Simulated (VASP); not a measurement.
# MgS in VASP: single point with LDA

Aim: the single point of MgS with LDA.

All numbers are computed with VASP 6.6.1; they aren't measurements. Logs are shortened: lines on timing, memory, paths and dates and some standing lists are left out, and cuts for length are marked.

### Step 1. The cell of the first run

The cell holds a slab with vacuum, 10 atoms: a = 3.679 Å, b = 3.679 Å, c = 30.407 Å, α = 90.00°, β = 90.00°, γ = 90.00°.

### Step 2. Single point, LDA

INCAR

```
SYSTEM = MgS
PREC = Accurate
ENCUT = 520
EDIFF = 1E-6
ISMEAR = 0
SIGMA = 0.05
LREAL = .FALSE.
LASPH = .TRUE.
NELM = 60
ALGO = Normal
ISIF = 2
LWAVE = .FALSE.
LCHARG = .TRUE.
LDIPOL = .TRUE.
IDIPOL = 3
DIPOL = 0.5 0.5 0.498
GGA = CA
LELF = .TRUE.
LVHAR = .TRUE.
LVACPOTAV = .TRUE.
NBANDS = 31
```

KPOINTS

```
Automatic mesh
0
G
  7 7 1
  0 0 0
```

POSCAR

```
MgS
1.0
    3.6792887100      0.0000000000      0.0000000000
    0.0000000000      3.6792887100      0.0000000000
    0.0000000000      0.0000000000     30.4065999693
Mg S
5 5
Direct
    0.5000000000      0.5000000000      0.3288759680
    0.0000000000      0.0000000000      0.4144379840
    0.5000000000      0.5000000000      0.4977216429
    0.0000000000      0.0000000000      0.5835129079
    0.5000000000      0.5000000000      0.6620566347
    0.0000000000      0.0000000000      0.3288759680
    0.5000000000      0.5000000000      0.4144379840
    0.0000000000      0.0000000000      0.4985127360
    0.5000000000      0.5000000000      0.5810541915
    0.0000000000      0.0000000000      0.6679500208
```

Potentials or basis: VASP PAW LDA potentials, release 64 (Mg, S).

Run with:

```sh
cat potpaw_LDA.64/Mg/POTCAR potpaw_LDA.64/S/POTCAR > POTCAR
mpirun -np 1 vasp_std > vasp.out
```

OUTCAR:

```text
SYSTEM = MgS
   PREC = Accurate
   ENCUT = 520
   EDIFF = 1E-6
   ISMEAR = 0
   LREAL = .FALSE.
   LASPH = .TRUE.
   NELM = 60
   ISIF = 2
   GGA = CA

 ion  position               nearest neighbor table
   1  0.500  0.500  0.329-   7 2.60   6 2.60   6 2.60   6 2.60   6 2.60
   2  0.000  0.000  0.414-   8 2.56   6 2.60   7 2.60   7 2.60   7 2.60   7 2.60   3 3.63   3 3.63
                             3 3.63   3 3.63
   3  0.500  0.500  0.498-   7 2.53   9 2.53   8 2.60   8 2.60   8 2.60   8 2.60   2 3.63   2 3.63
                             2 3.63   2 3.63
   4  0.000  0.000  0.584-  10 2.57   8 2.58   9 2.60   9 2.60   9 2.60   9 2.60   5 3.53   5 3.53
                             5 3.53   5 3.53
   5  0.500  0.500  0.662-   9 2.46  10 2.61  10 2.61  10 2.61  10 2.61   4 3.53   4 3.53   4 3.53
                             4 3.53
   6  0.000  0.000  0.329-   2 2.60   1 2.60   1 2.60   1 2.60   1 2.60
   7  0.500  0.500  0.414-   3 2.53   1 2.60   2 2.60   2 2.60   2 2.60   2 2.60
   8  0.000  0.000  0.499-   2 2.56   4 2.58   3 2.60   3 2.60   3 2.60   3 2.60
   9  0.500  0.500  0.581-   5 2.46   3 2.53   4 2.60   4 2.60   4 2.60   4 2.60
  10  0.000  0.000  0.668-   4 2.57   5 2.61   5 2.61   5 2.61   5 2.61

  LATTYP: Found a simple tetragonal cell.
 ALAT       =     3.6792887100
 C/A-ratio  =     8.2642603954

  Lattice vectors:

 A1 = (   3.6792887100,   0.0000000000,   0.0000000000)
 A2 = (   0.0000000000,   3.6792887100,   0.0000000000)
 A3 = (   0.0000000000,   0.0000000000,  30.4065999693)

Analysis of symmetry for initial positions (statically):
=====================================================================
 Subroutine PRICEL returns:
 Original cell was already a primitive cell.

 Routine SETGRP: Setting up the symmetry group for a
 simple tetragonal supercell.

 Subroutine GETGRP returns: Found  8 space group operations
 (whereof  8 operations were pure point group operations)
 out of a pool of 16 trial point group operations.

The static configuration has the point symmetry C_4v.

Analysis of symmetry for dynamics (positions and initial velocities):
=====================================================================
 Subroutine PRICEL returns:
 Original cell was already a primitive cell.

 Routine SETGRP: Setting up the symmetry group for a
 simple tetragonal supercell.

 Subroutine GETGRP returns: Found  8 space group operations
 (whereof  8 operations were pure point group operations)
 out of a pool of 16 trial point group operations.

The dynamic configuration has the point symmetry C_4v.

 Subroutine INISYM returns: Found  8 space group operations
 (whereof  8 operations are pure point group operations),
 and found     1 'primitive' translations

----------------------------------------------------------------------------------------

                                     Primitive cell

  volume of cell :     411.6192

  direct lattice vectors                    reciprocal lattice vectors
     3.679288710  0.000000000  0.000000000     0.271791664  0.000000000  0.000000000
     0.000000000  3.679288710  0.000000000     0.000000000  0.271791664  0.000000000
     0.000000000  0.000000000 30.406599969     0.000000000  0.000000000  0.032887597

  length of vectors
     3.679288710  3.679288710 30.406599969     0.271791664  0.271791664  0.032887597

  position of ions in fractional coordinates (direct lattice)
     0.500000000  0.500000000  0.328875968
     0.000000000  0.000000000  0.414437984
     0.500000000  0.500000000  0.497721643
     0.000000000  0.000000000  0.583512908
     0.500000000  0.500000000  0.662056635
     0.000000000  0.000000000  0.328875968
     0.500000000  0.500000000  0.414437984
     0.000000000  0.000000000  0.498512736
     0.500000000  0.500000000  0.581054192
     0.000000000  0.000000000  0.667950021

  ion indices of the primitive-cell ions
   primitive index   ion index
                 1           1
                 2           2
                 3           3
                 4           4
                 5           5
                 6           6
                 7           7
                 8           8
                 9           9
                10          10

----------------------------------------------------------------------------------------

 KPOINTS: Automatic mesh

Automatic generation of k-mesh.
 Grid dimensions read from file:
 generate k-points for:    7    7    1

 Generating k-lattice:

  Cartesian coordinates                     Fractional coordinates (reciprocal lattice)
     0.038827381  0.000000000  0.000000000     0.142857143  0.000000000  0.000000000
     0.000000000  0.038827381  0.000000000     0.000000000  0.142857143  0.000000000
     0.000000000  0.000000000  0.032887597     0.000000000  0.000000000  1.000000000

  Length of vectors
     0.038827381  0.038827381  0.032887597

  Shift w.r.t. Gamma in fractional coordinates (k-lattice)
     0.000000000  0.000000000  0.000000000

 Subroutine IBZKPT returns following result:
 ===========================================

 Found     10 irreducible k-points:

 Following reciprocal coordinates:
            Coordinates               Weight
  0.000000  0.000000  0.000000      1.000000
  0.142857  0.000000  0.000000      4.000000
  0.285714  0.000000  0.000000      4.000000
  0.428571  0.000000  0.000000      4.000000
  0.142857  0.142857  0.000000      4.000000
  0.285714  0.142857  0.000000      8.000000
  0.428571  0.142857  0.000000      8.000000
  0.285714  0.285714  0.000000      4.000000
  0.428571  0.285714  0.000000      8.000000
  0.428571  0.428571  0.000000      4.000000
   k-points           NKPTS =     10   k-points in BZ     NKDIM =     10   number of bands    NBANDS=     31
   number of dos      NEDOS =    301   number of ions     NIONS =     10
   total plane-waves  NPLWV = 188160
   dimension x,y,z NGX =    28 NGY =   28 NGZ =  240
   dimension x,y,z NGXF=    56 NGYF=   56 NGZF=  480
   ions per type =               5   5
   NGX,Y,Z   is equivalent  to a cutoff of  12.65, 12.65, 13.12 a.u.
   NGXF,Y,Z  is equivalent  to a cutoff of  25.30, 25.30, 26.24 a.u.
 SYSTEM =  MgS
   PREC   = accura    normal or accurate (medium, high low for compatibility)
   ISTART =      0    job   : 0-new  1-cont  2-samecut
   ICHARG =      2    charge: 1-file 2-atom 10-const
   ISPIN  =      1    spin polarized calculation?
   LNONCOLLINEAR =      F non collinear calculations
   LSORBIT =      F    spin-orbit coupling
   LASPH  =      T    aspherical Exc in radial PAW
   ENCUT  =  520.0 eV  38.22 Ry    6.18 a.u.   6.84  6.84 56.54*2*pi/ulx,y,z
   NELM   =     60;   NELMIN=  2; NELMDL= -5     # of ELM steps
   EDIFF  = 0.1E-05   stopping-criterion for ELM
   LREAL  =      F    real-space projection
   EDIFFG = 0.1E-04   stopping-criterion for IOM
   NSW    =      0    number of steps for IOM
   IBRION =     -1    ionic relax: 0-MD 1-quasi-New 2-CG
   NFREE  =      0    steps in history (QN), initial steepest desc. (CG)
   ISIF   =      2    stress and relaxation
   ISYM   =      2    0-nonsym 1-usesym 2-fastsym
   POTIM  = 0.5000    time-step for ionic-motion
   TEBEG  =    0.0;   TEEND  =   0.0 temperature during run
   PSTRESS=    0.0 pullay stress
   NELECT =      40.0000    total number of electrons
   NUPDOWN=      -1.0000    fix difference up-down
   EMIN   =  10.00;   EMAX   =-10.00  energy-range for DOS
   EFERMI =   0.00;   METHOD = LEGACY
   ISMEAR =     0;   SIGMA  =   0.05  broadening in eV -4-tet -1-fermi 0-gaus
   EFERMI_NEDOS =   21; number of points for ismear=-14 and -15
   IALGO  =     38    algorithm
   IMIX   =      4    mixing-type and parameters
     AMIX     =   0.40;   BMIX     =  1.00
     AMIX_MAG =   1.60;   BMIX_MAG =  1.00
  volume/ion in A,a.u.               =      41.16       277.77
  Fermi-wavevector in a.u.,A,eV,Ry     =   0.752656  1.422313  7.707570  0.566490
  Thomas-Fermi vector in A             =   1.849916
   LORBIT       =      0    0 simple, 1 ext, 2 COOP (PROOUT), +10 PAW based schemes
   GGA     = CA    functional components
   LHFCALC =     F    Hartree Fock is set to
   AEXX    =    0.0000 exact exchange contribution
   IVDW    =     0    specifies the selected vdW correction
   LEPSILON=     F    determine dielectric tensor
   LRPA    =     F    only Hartree local field effects (RPA)
 non-spin polarized calculation
 Gauss-broadening in eV      SIGMA  =   0.05
  energy-cutoff  :      520.00
  volume of cell :      411.62
 maximum number of plane-waves:     11134
 NGX is ok and might be reduce to    28
   NGX = 13   NGY = 13   NGZ =113

 number of electron      40.0000008 magnetization

 dipolmoment           0.000000      0.000000      0.045353 electrons x Angstroem

 Free energy of the ion-electron system (eV)
  ---------------------------------------------------
  ext. energy  EPLUGINS =         0.00000000
  ---------------------------------------------------
  free energy    TOTEN  =       -46.77695262 eV

  energy without entropy =      -46.77695262  energy(sigma->0) =      -46.77695262

 E-fermi :  -1.2711     XC(G=0):  -4.7253

 val. band max:       -1.5140472691   @ k =   0.0000   0.0000   0.0000
 cond. band min:       1.0715015509   @ k =   0.4286   0.4286   0.0000
 fundamental gap:      2.5855488200
 Fermi energy:        -1.2710855518

 k-point     1 :       0.0000    0.0000    0.0000
  band No.  band energies     occupation
      1     -14.0342      2.00000
      2     -13.7011      2.00000
      3     -13.1899      2.00000
      4     -12.7670      2.00000
      5     -12.4331      2.00000
      6      -5.4660      2.00000
[... 23 lines left out ...]
     30       3.9200      0.00000
     31       4.1140      0.00000
[... 275 lines left out ...]
      1     -12.5522      2.00000
      2     -12.4316      2.00000
      3     -12.3393      2.00000
      4     -12.2720      2.00000
      5     -12.0675      2.00000
      6      -5.5417      2.00000
[... 23 lines left out ...]
     30       5.1207      0.00000
     31       5.9218      0.00000

------------------------ aborting loop because EDIFF is reached ----------------------------------------

  FORCE on cell =-STRESS in cart. coord.  units (eV):
  Direction    XX          YY          ZZ          XY          YZ          ZX
  --------------------------------------------------------------------------------------
  -------------------------------------------------------------------------------------
  Total       -6.2508684     -6.2508684     -1.4510523      0.0000000      0.0000000      0.0000000
  in kB      -24.3307415    -24.3307415     -5.6480436      0.0000000      0.0000000      0.0000000
  external PRESSURE =     -18.1031755 kB  Pullay stress =       0.0000000 kB

 VOLUME and BASIS-vectors are now :
 -----------------------------------------------------------------------------
  energy-cutoff  :      520.00
  volume of cell :      411.62
      direct lattice vectors                 reciprocal lattice vectors
     3.679288710  0.000000000  0.000000000     0.271791664  0.000000000  0.000000000
     0.000000000  3.679288710  0.000000000     0.000000000  0.271791664  0.000000000
     0.000000000  0.000000000 30.406599969     0.000000000  0.000000000  0.032887597

 POSITION                                       TOTAL-FORCE (eV/Angst)
 -----------------------------------------------------------------------------------
      1.83964      1.83964     10.00000         0.000000      0.000000      0.748165
      0.00000      0.00000     12.60165         0.000000      0.000000     -0.118038
      1.83964      1.83964     15.13402         0.000000     -0.000000      0.000318
      0.00000      0.00000     17.74264         0.000000     -0.000000     -0.005914
      1.83964      1.83964     20.13089         0.000000     -0.000000     -0.032869
      0.00000      0.00000     10.00000         0.000000      0.000000     -0.341119
      1.83964      1.83964     12.60165         0.000000     -0.000000     -0.240664
      0.00000      0.00000     15.15808        -0.000000      0.000000     -0.002028
      1.83964      1.83964     17.66788         0.000000      0.000000      0.002911
      0.00000      0.00000     20.31009         0.000000      0.000000     -0.010761
 -----------------------------------------------------------------------------------
    total drift:                                0.000000      0.000000     -0.000339

  FREE ENERGIE OF THE ION-ELECTRON SYSTEM (eV)
  ---------------------------------------------------
  free  energy   TOTEN  =       -46.7769526179 eV

  energy  without entropy=      -46.7769526179  energy(sigma->0) =      -46.77695262

 vacuum level on the upper side and lower side of the slab         4.107         3.500
```

Wall time 5.8 min (1 thread of Intel Xeon Platinum 8259CL at 2.50GHz (Skylake/Cascade Lake), shared host); peak memory 0.39 GiB.

What came out:

```yaml
Free_energy: -46.7770 eV
Largest_force: 0.748 eV/Å
Band_gap_on_the_k_mesh: 2.59 eV (least direct gap 2.75 eV)
```

Forces on the atoms (eV/Å):
```
Mg   0.000  0.000  0.748
Mg   0.000  0.000 -0.118
Mg   0.000  0.000  0.000
Mg   0.000  0.000 -0.006
Mg   0.000  0.000 -0.033
S    0.000  0.000 -0.341
S    0.000  0.000 -0.241
S    0.000  0.000 -0.002
S    0.000  0.000  0.003
S    0.000  0.000 -0.011
```

Levels at points of the mesh, in eV from the valence-band top:
```
           k point  band 18  band 19  band 20  band 21  band 22  band 23
(0.00, 0.00, 0.00)    -0.39     0.00     0.00     2.75     3.05     3.28
```
